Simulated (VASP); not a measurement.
# BN (F-43m) in VASP: further runs

The runs below take BN through single point, with r2SCAN.

Everything below comes from runs of VASP 6.6.1. Logs are shortened: lines on timing, memory, paths and dates and some standing lists are left out, and cuts for length are marked.

**1. The cell of the first run**

The structure is cubic, space group F-43m (No. 216). Conventional cell: a = 3.566 Å, b = 3.566 Å, c = 3.566 Å, α = 90.00°, β = 90.00°, γ = 90.00°. B (site symmetry -43m) has 4 N at 1.54 Å within 2.1 Å. N (site symmetry -43m) has 4 B at 1.54 Å within 2.1 Å.

**2. Single point, r2SCAN**

POSCAR reads:

```
BN
1.0
    0.0000000000      1.7831670000      1.7831670000
    1.7831670000      0.0000000000      1.7831670000
    1.7831670000      1.7831670000      0.0000000000
B N
1 1
Direct
    0.0000000000      0.0000000000      0.0000000000
    0.2500000000      0.2500000000      0.2500000000
```

INCAR.step1 reads:

```
PREC     = Accurate       # precision mode
ENCUT    = 660            # plane-wave cutoff, eV
ISMEAR   = 0              # smearing method
SIGMA    = 0.01           # smearing width, eV
LREAL    = F              # projectors in reciprocal space
LASPH    = T              # aspherical terms in the spheres
NELM     = 120            # most SCF steps
NBANDS   = 11             # bands
GGA      = PE             # functional
ALGO     = Normal         # electronic algorithm
EDIFF    = 1E-5           # SCF threshold, eV
LWAVE    = T              # write WAVECAR
LCHARG   = F              # write CHGCAR
GGA_COMPAT= F
```

INCAR.step2 reads:

```
PREC     = Accurate       # precision mode
ENCUT    = 660            # plane-wave cutoff, eV
EDIFF    = 1E-6           # SCF threshold, eV
ISMEAR   = 0              # smearing method
SIGMA    = 0.01           # smearing width, eV
LREAL    = F              # projectors in reciprocal space
LASPH    = T              # aspherical terms in the spheres
NELM     = 120            # most SCF steps
ALGO     = Normal         # electronic algorithm
ISIF     = 2              # what is computed and relaxed
LWAVE    = F              # write WAVECAR
LCHARG   = T              # write CHGCAR
METAGGA  = R2SCAN         # meta-GGA
LMIXTAU  = T            
LELF     = T              # ELF
LVHAR    = T            
NBANDS   = 11             # bands
ISTART   = 1            
GGA_COMPAT= F
```

KPOINTS reads:

```
Automatic mesh
0
Gamma
  12 12 12
```

Potentials or basis: VASP PAW PBE potentials, release 64 (B, N).

Run with:

```bash
> cat potpaw_PBE.64/B/POTCAR potpaw_PBE.64/N/POTCAR > POTCAR
> cp INCAR.step1 INCAR
> mpirun -np 1 vasp_std > vasp.out
> cp INCAR.step2 INCAR
> mpirun -np 1 vasp_std > vasp.out
```

OUTCAR:

```text
PREC = Accurate
   ENCUT = 660
   EDIFF = 1E-6
   ISMEAR = 0
   LREAL = F
   LASPH = T
   NELM = 120
   ISIF = 2
   METAGGA = R2SCAN
   ISTART = 1

 ion  position               nearest neighbor table
   1  0.000  0.000  0.000-   2 1.54   2 1.54   2 1.54   2 1.54
   2  0.250  0.250  0.250-   1 1.54   1 1.54   1 1.54   1 1.54

  LATTYP: Found a face centered cubic cell.
 ALAT       =     3.5663340000

  Lattice vectors:

 A1 = (   0.0000000000,   1.7831670000,   1.7831670000)
 A2 = (   1.7831670000,   0.0000000000,   1.7831670000)
 A3 = (   1.7831670000,   1.7831670000,   0.0000000000)

Analysis of symmetry for initial positions (statically):
=====================================================================
 Subroutine PRICEL returns:
 Original cell was already a primitive cell.

 Routine SETGRP: Setting up the symmetry group for a
 face centered cubic supercell.

 Subroutine GETGRP returns: Found 24 space group operations
 (whereof 24 operations were pure point group operations)
 out of a pool of 48 trial point group operations.

The static configuration has the point symmetry T_d .

Analysis of symmetry for dynamics (positions and initial velocities):
=====================================================================
 Subroutine PRICEL returns:
 Original cell was already a primitive cell.

 Routine SETGRP: Setting up the symmetry group for a
 face centered cubic supercell.

 Subroutine GETGRP returns: Found 24 space group operations
 (whereof 24 operations were pure point group operations)
 out of a pool of 48 trial point group operations.

The dynamic configuration has the point symmetry T_d .

 Subroutine INISYM returns: Found 24 space group operations
 (whereof 24 operations are pure point group operations),
 and found     1 'primitive' translations

----------------------------------------------------------------------------------------

                                     Primitive cell

  volume of cell :      11.3398

  direct lattice vectors                    reciprocal lattice vectors
     0.000000000  1.783167000  1.783167000    -0.280399985  0.280399985  0.280399985
     1.783167000  0.000000000  1.783167000     0.280399985 -0.280399985  0.280399985
     1.783167000  1.783167000  0.000000000     0.280399985  0.280399985 -0.280399985

  length of vectors
     2.521778955  2.521778955  2.521778955     0.485667020  0.485667020  0.485667020

  position of ions in fractional coordinates (direct lattice)
     0.000000000  0.000000000  0.000000000
     0.250000000  0.250000000  0.250000000

  ion indices of the primitive-cell ions
   primitive index   ion index
                 1           1
                 2           2

----------------------------------------------------------------------------------------

 KPOINTS: Automatic mesh

Automatic generation of k-mesh.
 Grid dimensions read from file:
 generate k-points for:   12   12   12

 Generating k-lattice:

  Cartesian coordinates                     Fractional coordinates (reciprocal lattice)
    -0.023366665  0.023366665  0.023366665     0.083333333  0.000000000  0.000000000
     0.023366665 -0.023366665  0.023366665     0.000000000  0.083333333  0.000000000
     0.023366665  0.023366665 -0.023366665     0.000000000  0.000000000  0.083333333

  Length of vectors
     0.040472252  0.040472252  0.040472252

  Shift w.r.t. Gamma in fractional coordinates (k-lattice)
     0.000000000  0.000000000  0.000000000

 Subroutine IBZKPT returns following result:
 ===========================================

 Found     72 irreducible k-points:

 Following reciprocal coordinates:
            Coordinates               Weight
  0.000000  0.000000  0.000000      1.000000
  0.083333  0.000000  0.000000      8.000000
  0.166667  0.000000  0.000000      8.000000
  0.250000  0.000000  0.000000      8.000000
  0.333333  0.000000  0.000000      8.000000
  0.416667  0.000000  0.000000      8.000000
[... 16 lines left out ...]
  0.500000  0.166667  0.000000     24.000000
 -0.416667  0.166667  0.000000     24.000000
 [... further k-points ...]
   k-points           NKPTS =     72   k-points in BZ     NKDIM =     72   number of bands    NBANDS=     11
   number of dos      NEDOS =    301   number of ions     NIONS =      2
   total plane-waves  NPLWV =  13824
   dimension x,y,z NGX =    24 NGY =   24 NGZ =   24
   dimension x,y,z NGXF=    48 NGYF=   48 NGZF=   48
   ions per type =               1   1
   NGX,Y,Z   is equivalent  to a cutoff of  15.82, 15.82, 15.82 a.u.
   NGXF,Y,Z  is equivalent  to a cutoff of  31.64, 31.64, 31.64 a.u.
 SYSTEM =  unknown system
   PREC   = accura    normal or accurate (medium, high low for compatibility)
   ISTART =      1    job   : 0-new  1-cont  2-samecut
   ICHARG =      0    charge: 1-file 2-atom 10-const
   ISPIN  =      1    spin polarized calculation?
   LNONCOLLINEAR =      F non collinear calculations
   LSORBIT =      F    spin-orbit coupling
   LASPH  =      T    aspherical Exc in radial PAW
   ENCUT  =  660.0 eV  48.51 Ry    6.96 a.u.   5.28  5.28  5.28*2*pi/ulx,y,z
   NELM   =    120;   NELMIN=  2; NELMDL=  0     # of ELM steps
   EDIFF  = 0.1E-05   stopping-criterion for ELM
   LREAL  =      F    real-space projection
   EDIFFG = 0.1E-04   stopping-criterion for IOM
   NSW    =      0    number of steps for IOM
   IBRION =     -1    ionic relax: 0-MD 1-quasi-New 2-CG
   NFREE  =      0    steps in history (QN), initial steepest desc. (CG)
   ISIF   =      2    stress and relaxation
   ISYM   =      2    0-nonsym 1-usesym 2-fastsym
   POTIM  = 0.5000    time-step for ionic-motion
   TEBEG  =    0.0;   TEEND  =   0.0 temperature during run
   PSTRESS=    0.0 pullay stress
   NELECT =       8.0000    total number of electrons
   NUPDOWN=      -1.0000    fix difference up-down
   EMIN   =  10.00;   EMAX   =-10.00  energy-range for DOS
   EFERMI =   0.00;   METHOD = LEGACY
   ISMEAR =     0;   SIGMA  =   0.01  broadening in eV -4-tet -1-fermi 0-gaus
   EFERMI_NEDOS =   21; number of points for ismear=-14 and -15
   IALGO  =     38    algorithm
   IMIX   =      4    mixing-type and parameters
     AMIX     =   0.40;   BMIX     =  1.00
     AMIX_MAG =   1.60;   BMIX_MAG =  1.00
  volume/ion in A,a.u.               =       5.67        38.26
  Fermi-wavevector in a.u.,A,eV,Ry     =   1.457369  2.754028 28.897739  2.123924
  Thomas-Fermi vector in A             =   2.574178
   LORBIT       =      0    0 simple, 1 ext, 2 COOP (PROOUT), +10 PAW based schemes
   METAGGA = R2SCAN    functional components
   LHFCALC =     F    Hartree Fock is set to
   AEXX    =    0.0000 exact exchange contribution
   IVDW    =     0    specifies the selected vdW correction
   LEPSILON=     F    determine dielectric tensor
   LRPA    =     F    only Hartree local field effects (RPA)
 non-spin polarized calculation
 Gauss-broadening in eV      SIGMA  =   0.01
  energy-cutoff  :      660.00
  volume of cell :       11.34
 maximum number of plane-waves:       448
 NGX is ok and might be reduce to    24
   NGX = 11   NGY = 11   NGZ = 11

 number of electron       8.0000000 magnetization

 Free energy of the ion-electron system (eV)
  ---------------------------------------------------
  ext. energy  EPLUGINS =         0.00000000
  ---------------------------------------------------
  free energy    TOTEN  =       -19.15156019 eV

  energy without entropy =      -19.15156019  energy(sigma->0) =      -19.15156019

 E-fermi :   7.8188     XC(G=0): -13.8632

 val. band max:        7.7503851521   @ k =   0.0000   0.0000   0.0000
 cond. band min:      12.7758130280   @ k =   0.5000   0.5000   0.0000
 fundamental gap:      5.0254278759
 Fermi energy:         7.8188073909

 k-point     1 :       0.0000    0.0000    0.0000
  band No.  band energies     occupation
      1     -14.0205      2.00000
      2       7.7504      2.00000
      3       7.7504      2.00000
      4       7.7504      2.00000
      5      17.4762      0.00000
      6      17.4762      0.00000
      7      17.4762      0.00000
      8      19.5222      0.00000
      9      34.6961      0.00000
     10      36.9994      0.00000
     11      36.9994      0.00000

 k-point     2 :       0.0833    0.0000    0.0000
  band No.  band energies     occupation
      1     -13.8398      2.00000
      2       6.7718      2.00000
      3       7.5555      2.00000
      4       7.5555      2.00000
      5      17.7575      0.00000
      6      17.7770      0.00000
      7      17.7770      0.00000
      8      20.0804      0.00000
      9      34.3937      0.00000
     10      34.8196      0.00000
     11      34.8196      0.00000

 k-point     3 :       0.1667    0.0000    0.0000
  band No.  band energies     occupation
      1     -13.3044      2.00000
      2       4.5149      2.00000
      3       7.0811      2.00000
      4       7.0811      2.00000
      5      18.1738      0.00000
      6      18.4731      0.00000
      7      18.4731      0.00000
      8      21.4533      0.00000
      9      33.1700      0.00000
     10      33.1700      0.00000
     11      33.6903      0.00000

 k-point     4 :       0.2500    0.0000    0.0000
  band No.  band energies     occupation
      1     -12.4399      2.00000
      2       1.8626      2.00000
      3       6.5329      2.00000
      4       6.5329      2.00000
      5      18.5351      0.00000
      6      19.1239      0.00000
      7      19.1239      0.00000
      8      22.8622      0.00000
      9      32.7831      0.00000
     10      32.7831      0.00000
     11      33.0980      0.00000
[... 239 lines left out ...]
 k-point    22 :       0.4167    0.1667    0.0000
  band No.  band energies     occupation
      1     -10.3569      2.00000
      2      -1.0339      2.00000
      3       4.3769      2.00000
      4       4.5526      2.00000
      5      17.1351      0.00000
      6      21.4974      0.00000
      7      21.9075      0.00000
      8      22.8964      0.00000
      9      29.9524      0.00000
     10      36.2758      0.00000
     11      38.1736      0.00000

 k-point    23 :       0.5000    0.1667    0.0000
  band No.  band energies     occupation
      1      -9.3299      2.00000
      2      -2.6966      2.00000
      3       3.7436      2.00000
      4       4.6324      2.00000
      5      17.4899      0.00000
      6      21.4440      0.00000
      7      21.6114      0.00000
      8      24.3915      0.00000
      9      30.3565      0.00000
     10      36.5393      0.00000
     11      37.4019      0.00000

 k-point    24 :      -0.4167    0.1667    0.0000
  band No.  band energies     occupation
      1      -9.1347      2.00000
      2      -2.9814      2.00000
      3       3.3082      2.00000
      4       4.9749      2.00000
      5      17.9692      0.00000
      6      21.1722      0.00000
      7      21.3008      0.00000
      8      25.1263      0.00000
      9      30.6523      0.00000
     10      34.8519      0.00000
     11      36.8588      0.00000

 [... further k-points ...]
[... 5 lines left out ...]
  --------------------------------------------------------------------------------------
  -------------------------------------------------------------------------------------
  Total        1.1687803      1.1687803      1.1687803      0.0000000      0.0000000     -0.0000000
  in kB      165.1343498    165.1343498    165.1343498      0.0000000      0.0000000     -0.0000000
  external PRESSURE =     165.1343498 kB  Pullay stress =       0.0000000 kB

 VOLUME and BASIS-vectors are now :
 -----------------------------------------------------------------------------
  energy-cutoff  :      660.00
  volume of cell :       11.34
      direct lattice vectors                 reciprocal lattice vectors
     0.000000000  1.783167000  1.783167000    -0.280399985  0.280399985  0.280399985
     1.783167000  0.000000000  1.783167000     0.280399985 -0.280399985  0.280399985
     1.783167000  1.783167000  0.000000000     0.280399985  0.280399985 -0.280399985

 POSITION                                       TOTAL-FORCE (eV/Angst)
 -----------------------------------------------------------------------------------
      0.00000      0.00000      0.00000         0.000000      0.000000      0.000000
      0.89158      0.89158      0.89158        -0.000000     -0.000000     -0.000000
 -----------------------------------------------------------------------------------
    total drift:                                0.000000      0.000000      0.000000

  FREE ENERGIE OF THE ION-ELECTRON SYSTEM (eV)
  ---------------------------------------------------
  free  energy   TOTEN  =       -19.1515601874 eV

  energy  without entropy=      -19.1515601874  energy(sigma->0) =      -19.15156019
```

Run time: 41 s. Hardware: 1 thread of Intel Xeon Platinum 8488C (Sapphire Rapids), shared host; peak memory 0.14 GiB.

Results:

| Property | Result |
| --- | --- |
| Free energy | -19.1516 eV |
| Pressure | 16.5 GPa |
| Band gap on the k mesh | 5.03 eV, indirect (least direct gap 9.73 eV) |

Caveat: the PAW data sets were made with another functional, which shifts forces and pressure a little. r2SCAN opens gaps a little over a GGA but as a rule still falls short of measured ones.

**3. Single point, r2SCAN**

This run uses another cell than the first one, of 5.58 Å³/atom, 0.985 times its volume.

POSCAR reads:

```
BN
1.0
    0.0000000000      1.7741520000      1.7741520000
    1.7741520000      0.0000000000      1.7741520000
    1.7741520000      1.7741520000      0.0000000000
B N
1 1
Direct
    0.0000000000      0.0000000000      0.0000000000
    0.2500000000      0.2500000000      0.2500000000
```

INCAR.step1 reads:

```
PREC = Accurate
ENCUT = 660
ISMEAR = 0
SIGMA = 0.01
LREAL = False
LASPH = True
NELM = 120
NBANDS = 11
GGA = PE
ALGO = Normal
EDIFF = 1E-5
LWAVE = True
LCHARG = False
GGA_COMPAT = False
```

INCAR.step2 reads:

```
PREC = Accurate
ENCUT = 660
EDIFF = 1E-6
ISMEAR = 0
SIGMA = 0.01
LREAL = False
LASPH = True
NELM = 120
ALGO = Normal
ISIF = 2
LWAVE = False
LCHARG = True
METAGGA = R2SCAN
LMIXTAU = True
LELF = True
LVHAR = True
NBANDS = 11
ISTART = 1
GGA_COMPAT = False
```

KPOINTS reads:

```
regular mesh
0
Gamma
  12 12 12
```

Potentials or basis: VASP PAW PBE potentials, release 64 (B, N).

Run with:

```bash
> cat potpaw_PBE.64/B/POTCAR potpaw_PBE.64/N/POTCAR > POTCAR
> cp INCAR.step1 INCAR
> mpirun -np 1 vasp_std > vasp.out
> cp INCAR.step2 INCAR
> mpirun -np 1 vasp_std > vasp.out
```

It took 49 s on 1 thread of Intel Xeon Platinum 8488C (Sapphire Rapids), shared host; peak memory 0.14 GiB.

The run converged. Its results:

```yaml
Free_energy: -19.1299 eV
Pressure: 23.5 GPa
Band_gap_on_the_k_mesh: 5.04 eV, indirect (least direct gap 9.80 eV)
```

Levels at points of the mesh, in eV from the valence-band top:
| k point | band 1 | band 2 | band 3 | band 4 | band 5 | band 6 | band 7 | band 8 | band 9 |
| --- | --- | --- | --- | --- | --- | --- | --- | --- | --- |
| (0.00, 0.00, 0.00) | -21.95 | 0.00 | 0.00 | 0.00 | 9.80 | 9.80 | 9.80 | 12.04 | 27.25 |
| (0.50, 0.00, 0.00) | -17.38 | -11.62 | -2.13 | -2.13 | 11.56 | 11.78 | 11.78 | 17.01 | 25.76 |
| (0.50, 0.50, 0.00) | -15.88 | -9.70 | -5.39 | -5.39 | 5.04 | 10.14 | 20.17 | 20.17 | 23.23 |

Caveat: the PAW data sets were made with another functional, which shifts forces and pressure a little. r2SCAN opens gaps a little over a GGA but as a rule still falls short of measured ones.

**4. Single point, r2SCAN**

This run uses another cell than the first one, of 5.93 Å³/atom, 1.046 times its volume.

POSCAR reads:

```
BN
1.0
    0.0000000000      1.8102120000      1.8102120000
    1.8102120000      0.0000000000      1.8102120000
    1.8102120000      1.8102120000      0.0000000000
B N
1 1
Direct
    0.0000000000      0.0000000000      0.0000000000
    0.2500000000      0.2500000000      0.2500000000
```

INCAR.step1 reads:

```
PREC = Accurate ; ENCUT = 660
ISMEAR = 0 ; SIGMA = 0.01
LREAL = F ; LASPH = T
NELM = 120 ; NBANDS = 11
GGA = PE ; ALGO = Normal
EDIFF = 1E-5 ; LWAVE = T
LCHARG = F ; GGA_COMPAT = F
```

INCAR.step2 reads:

```
PREC = Accurate ; ENCUT = 660
EDIFF = 1E-6 ; ISMEAR = 0
SIGMA = 0.01 ; LREAL = F
LASPH = T ; NELM = 120
ALGO = Normal ; ISIF = 2
LWAVE = F ; LCHARG = F
METAGGA = R2SCAN ; LMIXTAU = T
NBANDS = 11 ; ISTART = 1
GGA_COMPAT = F
```

KPOINTS reads:

```
Automatic mesh
0
Gamma
  12 12 12
```

Run with:

```bash
> cat potpaw_PBE.64/B/POTCAR potpaw_PBE.64/N/POTCAR > POTCAR
> cp INCAR.step1 INCAR
> mpirun -np 1 vasp_std > vasp.out
> cp INCAR.step2 INCAR
> mpirun -np 1 vasp_std > vasp.out
```

Run time: 40 s. Hardware: 1 thread of Intel Xeon Platinum 8488C (Sapphire Rapids), shared host; peak memory 0.14 GiB.

Results (log left out):

* Free energy: -19.1746 eV
* Pressure: -2.3 GPa
* Band gap on the k mesh: 4.97 eV, indirect (least direct gap 9.50 eV)

Levels at points of the mesh, in eV from the valence-band top:
| k point | band 2 | band 3 | band 4 | band 5 | band 6 | band 7 |
| --- | --- | --- | --- | --- | --- | --- |
| (0.00, 0.00, 0.00) | 0.00 | 0.00 | 0.00 | 9.50 | 9.50 | 9.50 |
| (0.50, 0.00, 0.00) | -11.04 | -2.01 | -2.01 | 10.73 | 11.44 | 11.44 |
| (0.50, 0.50, 0.00) | -9.29 | -5.07 | -5.07 | 4.97 | 9.79 | 19.19 |

Caveat: the PAW data sets were made with another functional, which shifts forces and pressure a little. A k mesh can miss the band edges.

[end of part 1 of 2]
